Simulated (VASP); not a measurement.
# Ta (I4/mmm) in VASP: notebook, part 2 of 2

VASP 6.6.1.

## (3) Single point, r2SCAN (strain +0.0375 x Voigt [0, 0, 1, 0, 0, 0])

File POSCAR:

```
Ta
1.0
   -1.6512800000      1.6512800000      1.7132030000
    1.6512800000     -1.6512800000      1.7132030000
    1.6512800000      1.6512800000     -1.7132030000
Ta
1
Direct
    0.0000000000      0.0000000000      0.0000000000
```

File INCAR.step1:

```
SYSTEM = Ta
ALGO = Normal
EDIFF = 1E-4
ENCUT = 520
GGA = PE
ISMEAR = 0
LASPH = .True.
LCHARG = .False.
LREAL = .False.
LWAVE = .True.
NBANDS = 12
NELM = 60
PREC = Accurate
SIGMA = 0.15
```

File INCAR.step2:

```
SYSTEM = Ta
ALGO = Normal
EDIFF = 1E-6
ENCUT = 520
ISIF = 2
ISMEAR = 0
ISTART = 1
LASPH = .True.
LCHARG = .False.
LMIXTAU = .True.
LREAL = .False.
LWAVE = .False.
METAGGA = R2SCAN
NBANDS = 12
NELM = 60
PREC = Accurate
SIGMA = 0.15
```

File KPOINTS:

```
k-points
0
Gamma
  20 20 20
  0 0 0
```

Potentials or basis: VASP PAW PBE potentials, release 64 (Ta_pv).

Started as:

```sh
cat potpaw_PBE.64/Ta_pv/POTCAR > POTCAR
cp INCAR.step1 INCAR
mpirun -np 1 vasp_std > vasp.out
cp INCAR.step2 INCAR
mpirun -np 1 vasp_std > vasp.out
```

OUTCAR:

```text
SYSTEM = Ta
   EDIFF = 1E-6
   ENCUT = 520
   ISIF = 2
   ISMEAR = 0
   ISTART = 1
   LASPH = .True.
   LREAL = .False.
   METAGGA = R2SCAN
   NELM = 60
   PREC = Accurate

 ion  position               nearest neighbor table
   1  0.000  0.000  0.000-

  LATTYP: Found a body centered tetragonal cell.
 ALAT       =     3.3025600000
 C/A-ratio  =     1.0375000000

  Lattice vectors:

 A1 = (  -1.6512800000,   1.6512800000,   1.7132030000)
 A2 = (   1.6512800000,  -1.6512800000,   1.7132030000)
 A3 = (   1.6512800000,   1.6512800000,  -1.7132030000)

Analysis of symmetry for initial positions (statically):
=====================================================================
 Subroutine PRICEL returns:
 Original cell was already a primitive cell.

 Routine SETGRP: Setting up the symmetry group for a
 body centered tetragonal supercell.

 Subroutine GETGRP returns: Found 16 space group operations
 (whereof 16 operations were pure point group operations)
 out of a pool of 16 trial point group operations.

The static configuration has the point symmetry D_4h.

Analysis of symmetry for dynamics (positions and initial velocities):
=====================================================================
 Subroutine PRICEL returns:
 Original cell was already a primitive cell.

 Routine SETGRP: Setting up the symmetry group for a
 body centered tetragonal supercell.

 Subroutine GETGRP returns: Found 16 space group operations
 (whereof 16 operations were pure point group operations)
 out of a pool of 16 trial point group operations.

The dynamic configuration has the point symmetry D_4h.

 Subroutine INISYM returns: Found 16 space group operations
 (whereof 16 operations are pure point group operations),
 and found     1 'primitive' translations

----------------------------------------------------------------------------------------

                                     Primitive cell

  volume of cell :      18.6857

  direct lattice vectors                    reciprocal lattice vectors
    -1.651280000  1.651280000  1.713203000     0.000000000  0.302795407  0.291850995
     1.651280000 -1.651280000  1.713203000     0.302795407  0.000000000  0.291850995
     1.651280000  1.651280000 -1.713203000     0.302795407  0.302795407  0.000000000

  length of vectors
     2.896293458  2.896293458  2.896293458     0.420549714  0.420549714  0.428217371

  position of ions in fractional coordinates (direct lattice)
     0.000000000  0.000000000  0.000000000

  ion indices of the primitive-cell ions
   primitive index   ion index
                 1           1

----------------------------------------------------------------------------------------

 KPOINTS: k-points

Automatic generation of k-mesh.
 Grid dimensions read from file:
 generate k-points for:   20   20   20

 Generating k-lattice:

  Cartesian coordinates                     Fractional coordinates (reciprocal lattice)
     0.000000000  0.015139770  0.014592550     0.050000000  0.000000000  0.000000000
     0.015139770  0.000000000  0.014592550     0.000000000  0.050000000  0.000000000
     0.015139770  0.015139770  0.000000000     0.000000000  0.000000000  0.050000000

  Length of vectors
     0.021027486  0.021027486  0.021410869

  Shift w.r.t. Gamma in fractional coordinates (k-lattice)
     0.000000000  0.000000000  0.000000000

 Subroutine IBZKPT returns following result:
 ===========================================

 Found    641 irreducible k-points:

 Following reciprocal coordinates:
            Coordinates               Weight
  0.000000  0.000000  0.000000      1.000000
  0.050000 -0.000000  0.000000      8.000000
  0.100000 -0.000000  0.000000      8.000000
  0.150000 -0.000000  0.000000      8.000000
  0.200000 -0.000000  0.000000      8.000000
  0.250000  0.000000 -0.000000      8.000000
[... 16 lines left out ...]
 -0.400000  0.050000  0.000000     16.000000
 -0.350000  0.050000 -0.000000     16.000000
 [... further k-points ...]
   k-points           NKPTS =    641   k-points in BZ     NKDIM =    641   number of bands    NBANDS=     12
   number of dos      NEDOS =    301   number of ions     NIONS =      1
   total plane-waves  NPLWV =  13824
   dimension x,y,z NGX =    24 NGY =   24 NGZ =   24
   dimension x,y,z NGXF=    48 NGYF=   48 NGZF=   48
   ions per type =               1
   NGX,Y,Z   is equivalent  to a cutoff of  13.78, 13.78, 13.78 a.u.
   NGXF,Y,Z  is equivalent  to a cutoff of  27.55, 27.55, 27.55 a.u.
 SYSTEM =  Ta
   PREC   = accura    normal or accurate (medium, high low for compatibility)
   ISTART =      1    job   : 0-new  1-cont  2-samecut
   ICHARG =      0    charge: 1-file 2-atom 10-const
   ISPIN  =      1    spin polarized calculation?
   LNONCOLLINEAR =      F non collinear calculations
   LSORBIT =      F    spin-orbit coupling
   LASPH  =      T    aspherical Exc in radial PAW
   ENCUT  =  520.0 eV  38.22 Ry    6.18 a.u.   5.39  5.39  5.39*2*pi/ulx,y,z
   NELM   =     60;   NELMIN=  2; NELMDL=  0     # of ELM steps
   EDIFF  = 0.1E-05   stopping-criterion for ELM
   LREAL  =      F    real-space projection
   EDIFFG = 0.1E-04   stopping-criterion for IOM
   NSW    =      0    number of steps for IOM
   IBRION =     -1    ionic relax: 0-MD 1-quasi-New 2-CG
   NFREE  =      0    steps in history (QN), initial steepest desc. (CG)
   ISIF   =      2    stress and relaxation
   ISYM   =      2    0-nonsym 1-usesym 2-fastsym
   POTIM  = 0.5000    time-step for ionic-motion
   TEBEG  =    0.0;   TEEND  =   0.0 temperature during run
   PSTRESS=    0.0 pullay stress
   NELECT =      11.0000    total number of electrons
   NUPDOWN=      -1.0000    fix difference up-down
   EMIN   =  10.00;   EMAX   =-10.00  energy-range for DOS
   EFERMI =   0.00;   METHOD = LEGACY
   ISMEAR =     0;   SIGMA  =   0.15  broadening in eV -4-tet -1-fermi 0-gaus
   EFERMI_NEDOS =   21; number of points for ismear=-14 and -15
   IALGO  =     38    algorithm
   IMIX   =      4    mixing-type and parameters
     AMIX     =   0.40;   BMIX     =  1.00
     AMIX_MAG =   1.60;   BMIX_MAG =  1.00
  volume/ion in A,a.u.               =      18.69       126.10
  Fermi-wavevector in a.u.,A,eV,Ry     =   1.372047  2.592793 25.613142  1.882513
  Thomas-Fermi vector in A             =   2.497689
   LORBIT       =      0    0 simple, 1 ext, 2 COOP (PROOUT), +10 PAW based schemes
   METAGGA = R2SCAN    functional components
   LHFCALC =     F    Hartree Fock is set to
   AEXX    =    0.0000 exact exchange contribution
   IVDW    =     0    specifies the selected vdW correction
   LEPSILON=     F    determine dielectric tensor
   LRPA    =     F    only Hartree local field effects (RPA)
 non-spin polarized calculation
 Gauss-broadening in eV      SIGMA  =   0.15
  energy-cutoff  :      520.00
  volume of cell :       18.69
 maximum number of plane-waves:       519
 NGX is ok and might be reduce to    24
   NGX = 11   NGY = 11   NGZ = 11

 number of electron      10.9999999 magnetization

 Free energy of the ion-electron system (eV)
  ---------------------------------------------------
  ext. energy  EPLUGINS =         0.00000000
  ---------------------------------------------------
  free energy    TOTEN  =       -48.57058200 eV

  energy without entropy =      -48.55601816  energy(sigma->0) =      -48.56330008

 E-fermi :   5.0374     XC(G=0): -13.5595

 val. band max:        5.0306971859   @ k =  -0.1500   0.2500   0.1000
 cond. band min:       5.0380345184   @ k =   0.1000   0.1000   0.0500
 fundamental gap:      0.0073373325
 Fermi energy:         5.0373905878

 k-point     1 :       0.0000    0.0000    0.0000
  band No.  band energies     occupation
      1     -29.3485      2.00000
      2     -29.3422      2.00000
      3     -29.3422      2.00000
      4      -3.1540      2.00000
      5       5.7264      0.00000
      6       5.7264      0.00000
      7       6.2002      0.00000
      8       8.8994      0.00000
      9       9.5317      0.00000
     10      16.9675      0.00000
     11      20.1881      0.00000
     12      20.8806      0.00000
[... 331 lines left out ...]
 k-point    24 :      -0.3500    0.0500   -0.0000
  band No.  band energies     occupation
      1     -30.1622      2.00000
      2     -29.5952      2.00000
      3     -29.3577      2.00000
      4       0.1555      2.00000
      5       4.2440      2.00000
      6       4.7978      1.97610
      7       8.5649      0.00000
      8       9.7975      0.00000
      9      10.1139      0.00000
     10      16.9646      0.00000
     11      19.4027      0.00000
     12      19.6521      0.00000

 [... further k-points ...]

------------------------ aborting loop because EDIFF is reached ----------------------------------------

  FORCE on cell =-STRESS in cart. coord.  units (eV):
  Direction    XX          YY          ZZ          XY          YZ          ZX
  --------------------------------------------------------------------------------------
  -------------------------------------------------------------------------------------
  Total       -0.5437523     -0.5437523     -0.9734685      0.0000000      0.0000000      0.0000000
  in kB      -46.6231314    -46.6231314    -83.4684291      0.0000000      0.0000000      0.0000000
  external PRESSURE =     -58.9048973 kB  Pullay stress =       0.0000000 kB

 VOLUME and BASIS-vectors are now :
 -----------------------------------------------------------------------------
  energy-cutoff  :      520.00
  volume of cell :       18.69
      direct lattice vectors                 reciprocal lattice vectors
    -1.651280000  1.651280000  1.713203000     0.000000000  0.302795407  0.291850995
     1.651280000 -1.651280000  1.713203000     0.302795407  0.000000000  0.291850995
     1.651280000  1.651280000 -1.713203000     0.302795407  0.302795407  0.000000000

 POSITION                                       TOTAL-FORCE (eV/Angst)
 -----------------------------------------------------------------------------------
      0.00000      0.00000      0.00000         0.000000     -0.000000     -0.000000
 -----------------------------------------------------------------------------------
    total drift:                                0.000000     -0.000000     -0.000000

  FREE ENERGIE OF THE ION-ELECTRON SYSTEM (eV)
  ---------------------------------------------------
  free  energy   TOTEN  =       -48.5705819995 eV

  energy  without entropy=      -48.5560181627  energy(sigma->0) =      -48.56330008
```

OUTCAR.step1:

```text
SYSTEM = Ta
   EDIFF = 1E-4
   ENCUT = 520
   GGA = PE
   ISMEAR = 0
   LASPH = .True.
[... 579 lines left out ...]
 -----------------------------------------------------------------------------------
      0.00000      0.00000      0.00000        -0.000000      0.000000     -0.000000
 -----------------------------------------------------------------------------------
    total drift:                               -0.000000      0.000000      0.000000

  FREE ENERGIE OF THE ION-ELECTRON SYSTEM (eV)
  ---------------------------------------------------
  free  energy   TOTEN  =       -11.8102479741 eV

  energy  without entropy=      -11.7948922830  energy(sigma->0) =      -11.80257013
```

OSZICAR.step1:

```text
N       E                     dE             d eps       ncg     rms          rms(c)
DAV:   1     0.605687943498E+02    0.60569E+02   -0.60868E+03 15416   0.871E+02
DAV:   2    -0.112689621224E+02   -0.71838E+02   -0.70070E+02 17192   0.243E+02
DAV:   3    -0.122975284016E+02   -0.10286E+01   -0.10189E+01 18544   0.274E+01
DAV:   4    -0.123004602169E+02   -0.29318E-02   -0.29315E-02 17084   0.162E+00
DAV:   5    -0.123004708406E+02   -0.10624E-04   -0.10623E-04 17924   0.930E-02    0.126E+01
DAV:   6    -0.119212921653E+02    0.37918E+00   -0.30983E-01 18220   0.599E+00    0.603E+00
DAV:   7    -0.118110296729E+02    0.11026E+00   -0.26979E-01 17836   0.517E+00    0.377E-01
DAV:   8    -0.118102720618E+02    0.75761E-03   -0.83990E-03 17196   0.735E-01    0.140E-01
DAV:   9    -0.118102479741E+02    0.24088E-04   -0.14797E-04 16492   0.127E-01
   1 F= -.11810248E+02 E0= -.11802570E+02  d E =-.153557E-01
```

Wall time 4.7 min (1 thread of AMD EPYC 9R45 (Zen 5), shared host); peak memory 0.23 GiB.

Results:

- Free energy: -48.5706 eV
- Pressure: -5.9 GPa
- Band gap on the k mesh: zero (an odd number of electrons rules out a gap without spin polarisation)

Stress tensor (GPa, compression positive):
```
-4.66  0.00  0.00
 0.00 -4.66  0.00
 0.00  0.00 -8.35
```

Caveat: the cell differs from its parent crystal (strain +0.0375 x Voigt [0, 0, 1, 0, 0, 0]); the cell stands under tension; the PAW data sets were made with another functional, which shifts forces and pressure a little; spin-orbit coupling is left out, which moves the levels of the heavy elements.
